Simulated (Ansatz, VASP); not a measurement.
## CdGa2: VASP beside Ansatz

```xyz
3
Lattice="0.0000 3.0681 3.0681 3.0681 0.0000 3.0681 3.0681 3.0681 0.0000" Properties=species:S:1:pos:R:3 pbc="T T T"
Cd    0.0000    0.0000    0.0000
Ga    1.5341    1.5341    1.5341
Ga    4.6022    4.6022    4.6022
```

Alike in both runs: task single point; functional PBE; k mesh 6 × 6 × 6; occupations gaussian, width 0.1 eV; no spin polarisation.

```csv
,VASP,Ansatz
version,VASP 6.6.1,Ansatz 0.2.0
potentials or method,"VASP PAW PBE potentials, release 64 (Cd, Ga_d), cutoff 520 eV","scalar-relativistic, plane waves, PAW"
valence electrons in the cell,38,46
```

```csv
,VASP,Ansatz,Ansatz less VASP
gap on the k mesh at the Fermi level (eV),none,none,-
pressure (GPa),11.6,11.2,-0.39
```

A gap of «none» marks a metal or a gap that the smearing closes. VASP's potentials hold 38 valence electrons a cell and Ansatz's 46, so a difference there can come from the potentials and not from the codes.
